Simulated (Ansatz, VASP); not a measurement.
# VH in VASP and in Ansatz

```xyz
4
Lattice="2.7356 0.0000 0.0000 -1.3678 2.3691 0.0000 0.0000 0.0000 4.9360" Properties=species:S:1:pos:R:3 pbc="T T T"
V     0.0000    0.0000    0.0000
V     0.0000    0.0000    2.4680
H     1.3678    0.7897    3.7020
H     0.0000    1.5794    1.2340
```

Alike in both runs: task single point; functional LDA; k mesh 9 × 9 × 4; occupations fermi-dirac, width 0.05 eV; collinear spin.

```csv
,VASP,Ansatz
version,VASP 6.6.1,Ansatz 0.2.0
potentials or method,"VASP PAW LDA potentials, release 64 (V_sv, H)","plane waves, PAW"
plane-wave cutoff (eV),520,420
valence electrons in the cell,28,28
```

```tsv
	VASP	Ansatz	Ansatz less VASP
gap on the k mesh at the Fermi level (eV)	none	none	-
net moment per atom (μB)	0.00	0.00	0.000
```

LDA's correlation is that of Perdew and Zunger in VASP and of Perdew and Wang (1992) in Ansatz. A gap of «none» marks a metal or a gap that the smearing closes. Ansatz's warnings: seeded moment not kept.
